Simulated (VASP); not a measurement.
# Ge3Pd (P4mm) in VASP: single point with PBE

Aim: the single point of Ge3Pd with PBE.

Program: VASP 6.6.1. These are calculated values, not measurements. Logs are shortened: lines on timing, memory, paths and dates and some standing lists are left out, and cuts for length are marked.

### Step 1. The cell of the first run

It takes space group P4mm (No. 99, tetragonal). Conventional cell: a = 4.127 Å, b = 4.127 Å, c = 4.275 Å, α = 90.00°, β = 90.00°, γ = 90.00°. Ge (site symmetry 2mm) has 4 Pd at 2.67 to 3.30 Å and 8 Ge at 2.83 to 3.12 Å within 3.5 Å. Within 3.7 Å of Ge (site symmetry 4mm) lie 8 Ge at 2.83 to 3.12 Å and 4 Pd at 2.99 Å. Within 3.5 Å of Pd (site symmetry 4mm) lie 12 Ge at 2.67 to 3.30 Å.

### Step 2. Single point, PBE

File POSCAR:

```
Ge3Pd
1.0
    4.1272773555      0.0000000000      0.0000000000
    0.0000000000      4.1272773555      0.0000000000
    0.0000000000      0.0000000000      4.2747539754
Ge Pd
3 1
Direct
    0.5000000000      0.0000000000      0.1150356625
    0.0000000000      0.5000000000      0.1150356625
    0.0000000000      0.0000000000      0.6621714644
    0.5000000000      0.5000000000      0.5130478806
```

File INCAR.step1:

```
SYSTEM = Ge3Pd
PREC     = Accurate       ! precision mode
ENCUT    = 520            ! plane-wave cutoff, eV
EDIFF    = 1E-6           ! SCF threshold, eV
ISMEAR   = 0              ! smearing method
SIGMA    = 0.1            ! smearing width, eV
LREAL    = .FALSE.        ! projectors in reciprocal space
LASPH    = .TRUE.         ! aspherical terms in the spheres
NELM     = 60             ! most SCF steps
ALGO     = Normal         ! electronic algorithm
ISIF     = 2              ! what is computed and relaxed
LWAVE    = .FALSE.        ! write WAVECAR
LCHARG   = .TRUE.         ! write CHGCAR
LMAXMIX  = 4              ! l up to which the mixer works
GGA      = PE             ! functional
NBANDS   = 34             ! bands
```

File KPOINTS.step1:

```
Automatic mesh
0
G
  12 12 10
  0 0 0
```

File INCAR.step2:

```
SYSTEM = Ge3Pd
PREC     = Accurate       ! precision mode
ENCUT    = 520            ! plane-wave cutoff, eV
EDIFF    = 1E-6           ! SCF threshold, eV
ISMEAR   = -5             ! smearing method
SIGMA    = 0.1            ! smearing width, eV
LREAL    = .FALSE.        ! projectors in reciprocal space
LASPH    = .TRUE.         ! aspherical terms in the spheres
NELM     = 60             ! most SCF steps
ALGO     = Normal         ! electronic algorithm
ISIF     = 2              ! what is computed and relaxed
LWAVE    = .FALSE.        ! write WAVECAR
LCHARG   = .FALSE.        ! write CHGCAR
LMAXMIX  = 4              ! l up to which the mixer works
GGA      = PE             ! functional
LORBIT   = 11             ! projections on sites
NEDOS    = 1001           ! points of the DOS
ICHARG   = 11             ! starting density
```

File KPOINTS.step2:

```
Automatic mesh
0
G
  18 18 15
  0 0 0
```

Potentials or basis: VASP PAW PBE potentials, release 64 (Ge_d, Pd).

The run is started by

```console
$ cat potpaw_PBE.64/Ge_d/POTCAR potpaw_PBE.64/Pd/POTCAR > POTCAR
$ cp INCAR.step1 INCAR
$ cp KPOINTS.step1 KPOINTS
$ mpirun -np 1 vasp_std > vasp.out
$ cp INCAR.step2 INCAR
$ cp KPOINTS.step2 KPOINTS
$ mpirun -np 1 vasp_std > vasp.out
```

OUTCAR:

```text
SYSTEM = Ge3Pd
   PREC = Accurate
   ENCUT = 520
   EDIFF = 1E-6
   ISMEAR = -5
   LREAL = .FALSE.
   LASPH = .TRUE.
   NELM = 60
   ISIF = 2
   GGA = PE
   LORBIT = 11
   ICHARG = 11

 ion  position               nearest neighbor table
   1  0.500  0.000  0.115-   4 2.67   4 2.67   3 2.83   3 2.83   2 2.92   2 2.92   2 2.92   2 2.92

   2  0.000  0.500  0.115-   4 2.67   4 2.67   3 2.83   3 2.83   1 2.92   1 2.92   1 2.92   1 2.92

   3  0.000  0.000  0.662-   1 2.83   2 2.83   2 2.83   1 2.83   4 2.99   4 2.99   4 2.99   4 2.99

   4  0.500  0.500  0.513-   1 2.67   2 2.67   1 2.67   2 2.67   3 2.99   3 2.99   3 2.99   3 2.99

  LATTYP: Found a simple tetragonal cell.
 ALAT       =     4.1272773555
 C/A-ratio  =     1.0357321806

  Lattice vectors:

 A1 = (   4.1272773555,   0.0000000000,   0.0000000000)
 A2 = (   0.0000000000,   4.1272773555,   0.0000000000)
 A3 = (   0.0000000000,   0.0000000000,   4.2747539754)

Analysis of symmetry for initial positions (statically):
=====================================================================
 Subroutine PRICEL returns:
 Original cell was already a primitive cell.

 Routine SETGRP: Setting up the symmetry group for a
 simple tetragonal supercell.

 Subroutine GETGRP returns: Found  8 space group operations
 (whereof  8 operations were pure point group operations)
 out of a pool of 16 trial point group operations.

The static configuration has the point symmetry C_4v.

Analysis of symmetry for dynamics (positions and initial velocities):
=====================================================================
 Subroutine PRICEL returns:
 Original cell was already a primitive cell.

 Routine SETGRP: Setting up the symmetry group for a
 simple tetragonal supercell.

 Subroutine GETGRP returns: Found  8 space group operations
 (whereof  8 operations were pure point group operations)
 out of a pool of 16 trial point group operations.

The dynamic configuration has the point symmetry C_4v.

 Subroutine INISYM returns: Found  8 space group operations
 (whereof  8 operations are pure point group operations),
 and found     1 'primitive' translations

----------------------------------------------------------------------------------------

                                     Primitive cell

[... 102 lines left out ...]
   ISIF   =      2    stress and relaxation
   ISYM   =      2    0-nonsym 1-usesym 2-fastsym
   POTIM  = 0.5000    time-step for ionic-motion
   TEBEG  =    0.0;   TEEND  =   0.0 temperature during run
   PSTRESS=    0.0 pullay stress
   NELECT =      52.0000    total number of electrons
   NUPDOWN=      -1.0000    fix difference up-down
   EMIN   =  10.00;   EMAX   =-10.00  energy-range for DOS
   EFERMI =   0.00;   METHOD = LEGACY
   ISMEAR =    -5;   SIGMA  =   0.10  broadening in eV -4-tet -1-fermi 0-gaus
   EFERMI_NEDOS =   21; number of points for ismear=-14 and -15
   IALGO  =     38    algorithm
   IMIX   =      4    mixing-type and parameters
     AMIX     =   0.40;   BMIX     =  1.00
     AMIX_MAG =   1.60;   BMIX_MAG =  1.00
  volume/ion in A,a.u.               =      18.20       122.85
  Fermi-wavevector in a.u.,A,eV,Ry     =   1.463288  2.765213 29.132953  2.141212
  Thomas-Fermi vector in A             =   2.579401
   LORBIT       =     11    0 simple, 1 ext, 2 COOP (PROOUT), +10 PAW based schemes
   GGA     = PE    functional components
   LHFCALC =     F    Hartree Fock is set to
   AEXX    =    0.0000 exact exchange contribution
   IVDW    =     0    specifies the selected vdW correction
   LEPSILON=     F    determine dielectric tensor
   LRPA    =     F    only Hartree local field effects (RPA)
 non-spin polarized calculation
 Fermi weights with tetrahedron method with Bloechl corrections
  energy-cutoff  :      520.00
  volume of cell :       72.82
 maximum number of plane-waves:      1984
 NGX is ok and might be reduce to    32

 number of electron      52.0000031 magnetization

 Free energy of the ion-electron system (eV)
  ---------------------------------------------------
  ext. energy  EPLUGINS =         0.00000000
  ---------------------------------------------------
  free energy    TOTEN  =       -18.50718439 eV

  energy without entropy =      -18.50718439  energy(sigma->0) =      -18.50718439

 E-fermi :   7.2561     XC(G=0): -11.5448

 val. band max:        7.3637513421   @ k =   0.3333   0.1111   0.0000
 cond. band min:       7.2199556831   @ k =   0.2778   0.2778   0.2000
 fundamental gap:     -0.1437956590
 Fermi energy:         7.2561240271

 k-point     1 :       0.0000    0.0000    0.0000
  band No.  band energies     occupation
      1     -17.5150      2.00000
      2     -17.4908      2.00000
      3     -17.4871      2.00000
      4     -17.4871      2.00000
      5     -17.4452      2.00000
      6     -17.4131      2.00000
[... 805 lines left out ...]
     30      10.9860      0.00000
     31      11.5075      0.00000

 [... further k-points ...]

------------------------ aborting loop because EDIFF is reached ----------------------------------------

  FORCE on cell =-STRESS in cart. coord.  units (eV):
  Direction    XX          YY          ZZ          XY          YZ          ZX
  --------------------------------------------------------------------------------------
  -------------------------------------------------------------------------------------
  Total        0.0697360      0.0697360      0.1173563      0.0000000      0.0000000      0.0000000
  in kB        1.5343674      1.5343674      2.5821324      0.0000000      0.0000000      0.0000000
  external PRESSURE =       1.8836224 kB  Pullay stress =       0.0000000 kB

 VOLUME and BASIS-vectors are now :
 -----------------------------------------------------------------------------
  energy-cutoff  :      520.00
  volume of cell :       72.82
      direct lattice vectors                 reciprocal lattice vectors
     4.127277356  0.000000000  0.000000000     0.242290477  0.000000000  0.000000000
     0.000000000  4.127277356  0.000000000     0.000000000  0.242290477  0.000000000
     0.000000000  0.000000000  4.274753975     0.000000000  0.000000000  0.233931591

 POSITION                                       TOTAL-FORCE (eV/Angst)
 -----------------------------------------------------------------------------------
      2.06364      0.00000      0.49175         0.000000     -0.000000      0.001875
      0.00000      2.06364      0.49175         0.000000      0.000000      0.001875
      0.00000      0.00000      2.83062         0.000000      0.000000     -0.024706
      2.06364      2.06364      2.19315         0.000000      0.000000      0.020955
 -----------------------------------------------------------------------------------
    total drift:                                0.000000      0.000000     -0.000112

  FREE ENERGIE OF THE ION-ELECTRON SYSTEM (eV)
  ---------------------------------------------------
  free  energy   TOTEN  =       -18.5071843949 eV

  energy  without entropy=      -18.5071843949  energy(sigma->0) =      -18.50718439

 total charge

# of ion       s       p       d       tot
------------------------------------------
    1        1.253   0.927  10.032  12.211
    2        1.253   0.927  10.032  12.211
    3        1.255   0.907  10.021  12.183
    4        0.420   0.354   8.607   9.381
--------------------------------------------------
tot          4.180   3.115  38.692  45.987
```

OSZICAR.step1:

```text
N       E                     dE             d eps       ncg     rms          rms(c)
DAV:   1     0.453951659840E+03    0.45395E+03   -0.25045E+04 13946   0.419E+03
DAV:   2     0.573395887862E+02   -0.39661E+03   -0.38307E+03 11424   0.808E+02
DAV:   3    -0.150919379488E+02   -0.72432E+02   -0.71164E+02 12876   0.196E+02
DAV:   4    -0.186309114710E+02   -0.35390E+01   -0.35173E+01 12946   0.491E+01
DAV:   5    -0.187088722380E+02   -0.77961E-01   -0.77919E-01 12862   0.805E+00    0.549E+00
DAV:   6    -0.185943508519E+02    0.11452E+00   -0.86436E-01 12718   0.667E+00    0.343E+00
DAV:   7    -0.185323909623E+02    0.61960E-01   -0.21590E-01 12278   0.422E+00    0.198E+00
DAV:   8    -0.185185596925E+02    0.13831E-01   -0.61383E-02 13192   0.149E+00    0.237E-01
DAV:   9    -0.185175137559E+02    0.10459E-02   -0.79935E-03 14396   0.103E+00    0.147E-01
DAV:  10    -0.185174002229E+02    0.11353E-03   -0.14710E-03 11872   0.436E-01    0.351E-02
DAV:  11    -0.185173983569E+02    0.18660E-05   -0.11045E-04 13392   0.223E-01    0.154E-02
DAV:  12    -0.185174007619E+02   -0.24050E-05   -0.14597E-05 13806   0.500E-02    0.662E-03
DAV:  13    -0.185174015404E+02   -0.77843E-06   -0.16134E-06  6420   0.169E-02
   1 F= -.18517402E+02 E0= -.18513396E+02  d E =-.801084E-02
```

It took 5.5 min on 1 thread of AMD EPYC 9R45 (Zen 5), shared host; peak memory 0.82 GiB.

What came out:

| Item | Value |
| --- | --- |
| Valence electrons inside the program's atomic spheres | Ge 12.21, 12.18 (each value once); Pd 9.38 |

Levels at points of the mesh, in eV from the Fermi level:
```tsv
k point	band 24	band 25	band 26	band 27	band 28	band 29
(0.00, 0.00, 0.00)	-2.65	-1.72	-1.46	1.00	3.28	3.48
(0.50, 0.00, 0.00)	-0.81	-0.69	-0.06	0.14	0.26	1.18
(0.50, 0.50, 0.00)	-2.21	-0.79	0.66	1.00	1.00	2.13
```

Caveat: tetrahedron occupations give inexact forces and stress in metals.
